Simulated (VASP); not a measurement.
Here is a VASP 6.6.1 calculation.

File INCAR:

```
PREC = Accurate ; ENCUT = 520
EDIFF = 1E-6 ; ISMEAR = 0
SIGMA = 0.1 ; LREAL = F
LASPH = T ; NELM = 150
ALGO = Normal ; ISIF = 2
LWAVE = F ; LCHARG = F
ISPIN = 2 ; MAGMOM = 0 0 0 1 1 1 1 1
LORBIT = 11 ; GGA = PE
NBANDS = 39
```

File KPOINTS:

```
regular mesh
0
Gamma
  4 4 4
```

The input POSCAR:

```
Ca3C5
1.0
    0.0000000000      3.7079023200      3.7079023200
    3.7079023200      0.0000000000      3.7079023200
    3.7079023200      3.7079023200      0.0000000000
Ca C
3 5
Direct
    0.7500000000      0.7500000000      0.7500000000
    0.2500000000      0.2500000000      0.2500000000
    0.0000000000      0.0000000000      0.0000000000
    0.5578561400      0.5578561400      0.5578561400
    0.5578561400      0.5578561400      0.3264315800
    0.5578561400      0.3264315800      0.5578561400
    0.3264315800      0.5578561400      0.5578561400
    0.5000000000      0.5000000000      0.5000000000
```

Potentials or basis: VASP PAW PBE potentials, release 64 (Ca_sv, C).

Launch:

```sh
$ cat potpaw_PBE.64/Ca_sv/POTCAR potpaw_PBE.64/C/POTCAR > POTCAR
$ mpirun -np 1 vasp_std > vasp.out
```

Question: Predict the band gap on the k mesh.

Answer: Zero (filled and empty bands overlap).

Question: Estimate the net moment.

Answer: 0.00 μB per cell.

Forces in eV/Å, atoms in the order of the input:
```
Ca     0.000    0.000    0.000
Ca     0.000    0.000    0.000
Ca     0.000    0.000    0.000
C    131.497  131.497  131.497
C   -131.497 -131.497  131.497
C   -131.497  131.497 -131.497
C    131.497 -131.497 -131.497
C      0.000    0.000    0.000
```

Caveat: the k points lie up to 0.37 Å⁻¹ apart; forces of over 1 eV/Å act on the atoms, so gaps and moduli don't describe the material at rest.
